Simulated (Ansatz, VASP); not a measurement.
# One calculation of H2CSO, two programs

```xyz
25
Lattice="7.9817 0.0000 0.0000 0.0000 7.9817 0.0000 0.0000 0.0000 7.9817" Properties=species:S:1:pos:R:3 pbc="T T T"
O     7.3248    2.0241    0.3716
O     4.8959   -0.3597    4.4020
O     3.1909    5.7273    3.5362
O     0.7864    2.2488    4.7006
O     1.8757    7.4399    6.1550
C     7.5442    2.7755    1.2528
C     4.5157    0.7475    4.5394
C     3.2235    6.6937    2.8622
C     0.5695    3.0562    5.5316
C     0.7070    7.4582    6.3081
S     7.8357    3.7735    2.4230
S     4.0109    2.2179    4.7219
S     3.2667    7.9771    1.9671
S     0.2814    4.1284    6.6350
S    -0.8448    7.4824    6.5114
H    -0.0138    6.6759    3.3471
H     0.1445    6.5877    2.6325
H     2.1581    2.3055    2.0434
H     1.4813    2.0194    2.1028
H     2.8427    3.6849    1.1628
H     3.4593    3.4088    0.8678
H     6.0654    5.6315    3.8805
H     6.0722    5.7480    3.1526
H     5.3192    4.9842    7.2204
H     5.3770    4.5025    6.6654
```

Alike in both runs: task relaxation of the atoms; functional PBEsol; k mesh 1 × 1 × 1; occupations fermi-dirac, width 0.02 eV; no spin polarisation.

|  | VASP | Ansatz |
| --- | --- | --- |
| version | VASP 6.6.1 | Ansatz 0.2.0 |
| potentials or method | VASP PAW PBE potentials, release 64 (O, C, S, H), cutoff 520 eV | scalar-relativistic, plane waves, PAW |
| valence electrons in the cell | 90 | 90 |

Ansatz gave:

| Quantity | Value |
| --- | --- |
| gap on the k mesh at the Fermi level, each at its own relaxed structure (eV) | 4.86 |

Problem. Which values does VASP return?

Solution. gap on the k mesh at the Fermi level, each at its own relaxed structure (eV): 4.71.

VASP's potentials were made for PBE, not for PBEsol. Ansatz's warnings: xc potential rough in thin density.

Noted on VASP's run: the standard files for N, O and F lose accuracy on very short bonds.
